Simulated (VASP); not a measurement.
Set up this calculation in VASP 6.6.1, as the native input.

| Item | Value |
| --- | --- |
| Task | single point |
| Functional | LDA |
| Potentials or basis | VASP PAW LDA potentials, release 64 (Hf_pv, N) |
| Cutoff | 520 eV |
| k mesh | 9 × 9 × 9 |
| Occupations | fermi-dirac, width 0.03 eV |
| Spin | no spin polarisation |
| Dipole correction | no |
| Further INCAR settings | ALGO = Normal; EDIFF = 1e-07; NBANDS = 14 |

The structure of HfN lies in POSCAR:

```
HfN
1.0
    0.0000000000      2.2560000000      2.2560000000
    2.2560000000      0.0000000000      2.2560000000
    2.2560000000      2.2560000000      0.0000000000
Hf N
1 1
Direct
    0.0250000000      0.0250000000     -0.0250000000
    0.4750000000      0.4750000000      0.5250000000
```

This cell differs from its parent crystal: shortest bond scaled by 1.1.

One way to write it, as run:

INCAR

```
ALGO = Normal ; EDIFF = 1E-7
ENCUT = 520 ; ISIF = 2
ISMEAR = -1 ; LASPH = T
LCHARG = F ; LREAL = F
LWAVE = F ; NBANDS = 14
NELM = 60 ; PREC = Accurate
SIGMA = 0.03
```

KPOINTS

```
k-points
0
Gamma
  9 9 9
```

Potentials or basis: VASP PAW LDA potentials, release 64 (Hf_pv, N).

Run with:

```bash
$ cat potpaw_LDA.64/Hf_pv/POTCAR potpaw_LDA.64/N/POTCAR > POTCAR
$ mpirun -np 1 vasp_std > vasp.out
```

It gave:

```
Pressure      : -2.5 GPa
Largest force : 2.821 eV/Å
```

Caveat: the cell differs from its parent crystal (shortest bond scaled by 1.1); forces of over 1 eV/Å act on the atoms, so gaps and moduli don't describe the material at rest.

Wall time 16 s on 1 thread of AMD EPYC 7R13 Processor (Zen 3), with other jobs on the host, peak memory 0.11 GiB.
